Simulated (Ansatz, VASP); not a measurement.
MgO: VASP beside Ansatz

```xyz
2
Lattice="2.8289 0.0000 0.0000 0.0000 2.8289 0.0000 0.0000 0.0000 5.0497" Properties=species:S:1:pos:R:3 pbc="T T T"
Mg    1.4144    1.4144    0.0000
O     0.0000    0.0000    0.0000
```

Alike in both runs: functional PBE; k mesh 10 × 10 × 6; occupations gaussian, width 0.02 eV; no spin polarisation.

Ansatz relaxed the structure, and its values are those at the end. VASP's run is a single point on that final structure, the one shown.

|  | VASP | Ansatz |
| --- | --- | --- |
| version | VASP 6.6.1 | Ansatz 0.2.0 |
| potentials or method | VASP PAW PBE potentials, release 64 (Mg, O), cutoff 520 eV | scalar-relativistic, plane waves, PAW |
| valence electrons in the cell | 8 | 16 |

|  | VASP | Ansatz | Ansatz less VASP |
| --- | --- | --- | --- |
| gap on the k mesh at the Fermi level (eV) | 2.26 | 2.27 | +0.013 |
| least direct gap on the mesh (eV) | 2.50 | 2.51 | +0.008 |
| pressure (GPa) | -0.2 | 0.0 | +0.22 |

VASP's potentials hold 8 valence electrons a cell and Ansatz's 16, so a difference there can come from the potentials and not from the codes.
